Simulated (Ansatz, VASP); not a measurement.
## Sn in VASP and in Ansatz

File INCAR:

```
PREC = Accurate ; ENCUT = 600
EDIFF = 1E-7 ; ISMEAR = 0
SIGMA = 0.1 ; LREAL = F
LASPH = T ; NELM = 100
ALGO = Normal ; ISIF = 3
LWAVE = F ; LCHARG = F
GGA = PE ; IBRION = 2
NSW = 80 ; EDIFFG = -0.01
```

File KPOINTS:

```
Automatic mesh
0
Gamma
  12 12 12
```

POSCAR

```
Sn
1.0
    0.0000000000      3.1769378486      3.1769378486
    3.1769378486      0.0000000000      3.1769378486
    3.1769378486      3.1769378486      0.0000000000
Sn
2
Direct
    0.2500000000      0.2500000000      0.2500000000
    0.0000000000      0.0000000000      0.0000000000
```

Input for Ansatz:

```yaml
crystal:
  lattice:
    - [0.0, 3.1769378464, 3.1769378464]
    - [3.1769378464, 0.0, 3.1769378464]
    - [3.1769378464, 3.1769378464, 0.0]
  atoms:
    - { symbol: Sn, position: [0.25, 0.25, 0.25] }
    - { symbol: Sn, position: [0.0, 0.0, 0.0] }
basis:
  ecutwfc: 420
kpoints:
  mp_grid: { grid: [12, 12, 12] }
hamiltonian:
  xc: pbe
scf:
  occupations: { method: gaussian, width: 0.1 }
output:
  forces: true
  stress: true
  eigenvalues: true
relax:
  adjacent_minimum: "off"
  f_tol: 0.01
  max_steps: 60
  cell: { stress_tol: 0.1 }
```

Alike in both runs: task relaxation of cell and atoms; functional PBE; k mesh 12 × 12 × 12; occupations gaussian, width 0.1 eV; no spin polarisation.

|  | VASP | Ansatz |
| --- | --- | --- |
| version | VASP 6.6.1 | Ansatz 0.2.0 |
| potentials or method | VASP PAW PBE potentials, release 64 (Sn_d), cutoff 600 eV | scalar-relativistic, plane waves, PAW |
| valence electrons in the cell | 28 | 28 |

|  | VASP | Ansatz | Ansatz less VASP |
| --- | --- | --- | --- |
| gap on the k mesh at the Fermi level, each at its own relaxed structure (eV) | none | none | - |
| relaxed volume (Å³/atom) | 36.81 | 36.89 | +0.079 |
| relaxed length of the cell vector where the two differ most in proportion (Å) | 4.705 | 4.708 | +0.0034 |

A gap of «none» marks a metal or a gap that the smearing closes.
